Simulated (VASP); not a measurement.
Runs of VASP 6.6.1 on GaSn4S3. The structure is that of space group Pm-3m (No. 221), or close to it. The cells are those of the table. 

| task | cell | k mesh | cutoff (eV) | smearing | gap on the mesh (eV) | pressure (GPa) | relaxed volume (Å³/atom) |
| --- | --- | --- | --- | --- | --- | --- | --- |
| single point | a = 5.792 Å, 8 atoms | 4 × 4 × 4 | 520 | gaussian 0.2 eV | none | -0.1 | - |
| relaxation of cell and atoms | relaxed from a = 5.948 Å, 8 atoms | 3 × 3 × 3 | 600 | gaussian 0.2 eV | none | 0.5 | 24.17 |
| relaxation of cell and atoms | relaxed from a = 5.770 Å, 8 atoms | 3 × 3 × 3 | 600 | gaussian 0.2 eV | none | 0.0 | - |
| single point | a = 5.811 Å, 8 atoms | 3 × 3 × 3 | 520 | gaussian 0.2 eV | none | (a) | - |
| single point | a = 5.792 Å, 8 atoms | 6 × 6 × 6 | 520 | gaussian 0.1 eV | none | 0.0 | - |
| relaxation of cell and atoms | relaxed from a = 5.770 Å, 8 atoms | 6 × 6 × 6 | 600 | gaussian 0.1 eV | none | 0.1 | 24.28 |
| single point | a = 5.770 Å, 8 atoms | 3 × 3 × 3 | 520 | gaussian 0.2 eV | none | -0.1 | - |

Alike in all rows: level PBE; potentials or basis VASP PAW PBE potentials, release 64 (Ga_d, Sn_d, S); no spin polarisation.

Problem. Estimate the missing entries.

Solution. (a) -0.4.

Caveats: some runs use coarse meshes; spin-orbit coupling is left out, which moves the levels of the heavy elements; the relaxation stopped at its first step, so nothing moved (some runs).

A k mesh can miss the band edges, and the runs leave out spin-orbit coupling on Ga, Sn.

A gap of «none» marks levels without a gap at the run's occupations.
